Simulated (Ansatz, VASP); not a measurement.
**Two plane-wave programs on TiCo3**

The input INCAR:

```
  ALGO = Normal
  EDIFF = 1E-6
  ENCUT = 520
  GGA = PS
  ISIF = 2
  ISMEAR = 0
  ISPIN = 2
  LASPH = T
  LCHARG = F
  LMAXMIX = 4
  LORBIT = 11
  LREAL = F
  LWAVE = F
  MAGMOM = -0.42 1.21 1.21 1.21
  NBANDS = 32
  NELM = 150
  PREC = Accurate
  SIGMA = 0.1
```

File KPOINTS:

```
k-points
0
Gamma
  12 12 12
```

Contents of POSCAR:

```
TiCo3
1.0
    3.6140000000      0.0000000000      0.0000000000
    0.0000000000      3.6140000000      0.0000000000
    0.0000000000      0.0000000000      3.6140000000
Ti Co
1 3
Direct
    0.0000000000      0.0000000000      0.0000000000
    0.0000000000      0.5000000000      0.5000000000
    0.5000000000      0.0000000000      0.5000000000
    0.5000000000      0.5000000000      0.0000000000
```

Input for Ansatz:

```yaml
crystal:
  lattice:
    - [3.614, 0.0, 0.0]
    - [0.0, 3.614, 0.0]
    - [0.0, 0.0, 3.614]
  atoms:
    - { symbol: Ti, position: [0.0, 0.0, 0.0], spin: -0.42 }
    - { symbol: Co, position: [0.0, 0.5, 0.5], spin: 1.21 }
    - { symbol: Co, position: [0.5, 0.0, 0.5], spin: 1.21 }
    - { symbol: Co, position: [0.5, 0.5, 0.0], spin: 1.21 }
basis:
  ecutwfc: 600
kpoints:
  mp_grid: { grid: [12, 12, 12] }
hamiltonian:
  xc: pbesol
scf:
  occupations: { method: gaussian, width: 0.1 }
output:
  forces: true
  stress: true
  eigenvalues: true
  populations: true
magnetization:
  spin_polarized: true
```

Alike in both runs: task single point; functional PBEsol; k mesh 12 × 12 × 12; occupations gaussian, width 0.1 eV; collinear spin.

```csv
,VASP,Ansatz
version,VASP 6.6.1,Ansatz 0.2.0
potentials or method,"VASP PAW PBE potentials, release 64 (Ti_sv, Co), cutoff 520 eV","scalar-relativistic, plane waves, PAW"
valence electrons in the cell,39,63
```

```tsv
	VASP	Ansatz	Ansatz less VASP
gap on the k mesh at the Fermi level (eV)	none	none	-
pressure (GPa)	-15.4	-10.3	+5.07
net moment per atom (μB)	0.00	0.67	+0.670
size of the moment on the site where the two differ most (μB)	0.00	1.10	+1.098
```

The net moments are unlike, so the other rows may belong to different states. VASP's potentials were made for PBE, not for PBEsol. Site moments also hang on the region over which each program counts them. A gap of «none» marks a metal or a gap that the smearing closes. VASP's potentials hold 39 valence electrons a cell and Ansatz's 63, so a difference there can come from the potentials and not from the codes.
